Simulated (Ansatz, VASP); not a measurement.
## CaLa3: VASP beside Ansatz

Contents of INCAR:

```
PREC     = Accurate       # precision mode
ENCUT    = 600            # plane-wave cutoff, eV
EDIFF    = 1E-6           # SCF threshold, eV
ISMEAR   = 0              # smearing method
SIGMA    = 0.1            # smearing width, eV
LREAL    = F              # projectors in reciprocal space
LASPH    = T              # aspherical terms in the spheres
NELM     = 80             # most SCF steps
ALGO     = Normal         # electronic algorithm
ISIF     = 3              # what is computed and relaxed
LWAVE    = F              # write WAVECAR
LCHARG   = F              # write CHGCAR
GGA      = PE             # functional
IBRION   = 2              # ionic algorithm
NSW      = 90             # ionic steps
EDIFFG   = -0.04          # ionic threshold
```

Contents of KPOINTS:

```
regular mesh
0
Gamma
  4 4 4
```

POSCAR

```
CaLa3
1.0
    0.0000000000      4.0617305500      4.0617305500
    4.0617305500      0.0000000000      4.0617305500
    4.0617305500      4.0617305500      0.0000000000
Ca La
1 3
Direct
    0.5000000000      0.5000000000      0.5000000000
    0.2500000000      0.2500000000      0.2500000000
    0.7500000000      0.7500000000      0.7500000000
    0.0000000000      0.0000000000      0.0000000000
```

Input for Ansatz:

```yaml
crystal:
  lattice:
    - [0.0, 4.06173055, 4.06173055]
    - [4.06173055, 0.0, 4.06173055]
    - [4.06173055, 4.06173055, 0.0]
  atoms:
    - { symbol: Ca, position: [0.5, 0.5, 0.5] }
    - { symbol: La, position: [0.25, 0.25, 0.25] }
    - { symbol: La, position: [0.75, 0.75, 0.75] }
    - { symbol: La, position: [0.0, 0.0, 0.0] }
basis:
  ecutwfc: 420
kpoints:
  mp_grid: { grid: [4, 4, 4] }
hamiltonian:
  xc: pbe
scf:
  occupations: { method: gaussian, width: 0.1 }
  lower_state_search: "off"
output:
  forces: true
  stress: true
  eigenvalues: true
relax:
  adjacent_minimum: "off"
  f_tol: 0.04
  max_steps: 70
  cell: { stress_tol: 0.4 }
```

Alike in both runs: task relaxation of cell and atoms; functional PBE; k mesh 4 × 4 × 4; occupations gaussian, width 0.1 eV; no spin polarisation.

```csv
,VASP,Ansatz
version,VASP 6.6.1,Ansatz 0.2.0
potentials or method,"VASP PAW PBE potentials, release 64 (Ca_sv, La), cutoff 600 eV","scalar-relativistic, plane waves, PAW"
valence electrons in the cell,43,43
```

|  | VASP | Ansatz | Ansatz less VASP |
| --- | --- | --- | --- |
| gap on the k mesh at the Fermi level, each at its own relaxed structure (eV) | none | none | - |
| relaxed volume (Å³/atom) | 38.50 | 38.27 | -0.227 |
| relaxed cell length with the largest relative difference (Å) | 6.016 | 6.004 | -0.0119 |

A gap of «none» marks a metal or a gap that the smearing closes.

Neither program's run includes spin-orbit coupling.
